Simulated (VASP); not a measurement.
Here is a VASP 6.6.1 calculation.

Contents of INCAR:

```
SYSTEM = Bi
PREC = Accurate
ENCUT = 520
EDIFF = 1E-7
ISMEAR = -1
SIGMA = 0.05
LREAL = .FALSE.
LASPH = .TRUE.
NELM = 100
ALGO = Fast
ISIF = 2
LWAVE = .FALSE.
LCHARG = .TRUE.
GGA = PE
LELF = .TRUE.
LVHAR = .TRUE.
NBANDS = 22
```

File KPOINTS:

```
regular mesh
0
G
  8 8 4
  0 0 0
```

Contents of POSCAR:

```
Bi
1.0
    3.2383762460      0.0000000000      0.0000000000
    0.0000000000      3.2216433200      0.0000000000
   -0.0804548793      0.0000000000      6.4438887882
Bi
2
Direct
    0.5442472500      0.0000000000      0.7495778900
    0.4557527500      0.0000000000      0.2504221100
```

Potentials or basis: VASP PAW PBE potentials, release 64 (Bi_d).

Command:

```sh
$ cat potpaw_PBE.64/Bi_d/POTCAR > POTCAR
$ mpirun -np 1 vasp_std > vasp.out
```

(1) Estimate the largest force.

(2) Estimate the band gap on the k mesh.

Results:

(1) 0.017 eV/Å.

(2) zero (bands 15 and 16 overlap by 6.31 eV).

Caveat: spin-orbit coupling is left out, which moves the levels of the heavy elements.
